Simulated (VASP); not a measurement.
Here is a VASP 6.6.1 calculation.

The input INCAR:

```
SYSTEM = Ga4RuPt
PREC = Accurate ; ENCUT = 520
EDIFF = 1E-6 ; ISMEAR = 0
SIGMA = 0.1 ; LREAL = .False.
LASPH = .True. ; NELM = 80
ALGO = Normal ; ISIF = 2
LWAVE = .False. ; LCHARG = .True.
GGA = PE ; LELF = .True.
LVHAR = .True. ; NBANDS = 47
```

File KPOINTS:

```
regular mesh
0
Gamma
  4 4 4
  0 0 0
```

Contents of POSCAR:

```
Ga4RuPt
1.0
    0.0000000000      3.5941598978      3.5941598978
    3.5941598978      0.0000000000      3.5941598978
    3.5941598978      3.5941598978      0.0000000000
Ga Ru Pt
4 1 1
Direct
    0.8752541520      0.3749152827      0.3749152827
    0.3749152827      0.3749152827      0.3749152827
    0.3749152827      0.8752541520      0.3749152827
    0.3749152827      0.3749152827      0.8752541520
    0.0000000000      0.0000000000      0.0000000000
    0.7500000000      0.7500000000      0.7500000000
```

Potentials or basis: VASP PAW PBE potentials, release 64 (Ga_d, Ru_pv, Pt).

Run with:

```bash
$ cat potpaw_PBE.64/Ga_d/POTCAR potpaw_PBE.64/Ru_pv/POTCAR potpaw_PBE.64/Pt/POTCAR > POTCAR
$ mpirun -np 1 vasp_std > vasp.out
```

What does it give for the band gap on the k mesh?

Zero (bands 38 and 39 overlap by 0.59 eV).

What does it give for the pressure?

0.1 GPa.

Caveat: the k points lie up to 0.38 Å⁻¹ apart, too coarse for converged energies and pressures of a metal; spin-orbit coupling is left out, which moves the levels of the heavy elements.
